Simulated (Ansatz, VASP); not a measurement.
# One calculation of Mg7Te, two programs

```
CELL_PARAMETERS angstrom
-3.62442 3.62442 3.62442
3.62442 -3.62442 3.62442
3.62442 3.62442 -3.62442
ATOMIC_POSITIONS crystal
Mg 0.00000 0.50000 0.00000
Mg 0.50000 0.50000 0.00000
Mg 0.50000 0.00000 0.00000
Mg 0.50000 0.00000 0.50000
Mg 0.50000 0.50000 0.50000
Mg 0.00000 0.50000 0.50000
Mg 0.00000 0.00000 0.50000
Te 0.00000 0.00000 0.00000
```

Alike in both runs: functional PBE; k mesh 6 × 6 × 6; occupations gaussian, width 0.1 eV; no spin polarisation.

Ansatz relaxed the structure, and its values are those at the end. VASP's run is a single point on that final structure, the one shown.

|  | VASP | Ansatz |
| --- | --- | --- |
| version | VASP 6.6.1 | Ansatz 0.2.0 |
| potentials or method | VASP PAW PBE potentials, release 64 (Mg, Te), cutoff 520 eV | scalar-relativistic, plane waves, PAW |
| valence electrons in the cell | 20 | 86 |

Ansatz gave:

```
gap on the k mesh at the Fermi level (eV) : none
pressure (GPa)                            : 0.0
```

Q: Which values does VASP return?

A: gap on the k mesh at the Fermi level (eV): none; pressure (GPa): -0.1.

A gap of «none» marks a metal or a gap that the smearing closes. VASP's potentials hold 20 valence electrons a cell and Ansatz's 86, so a difference there can come from the potentials and not from the codes.

Neither program's run includes spin-orbit coupling.
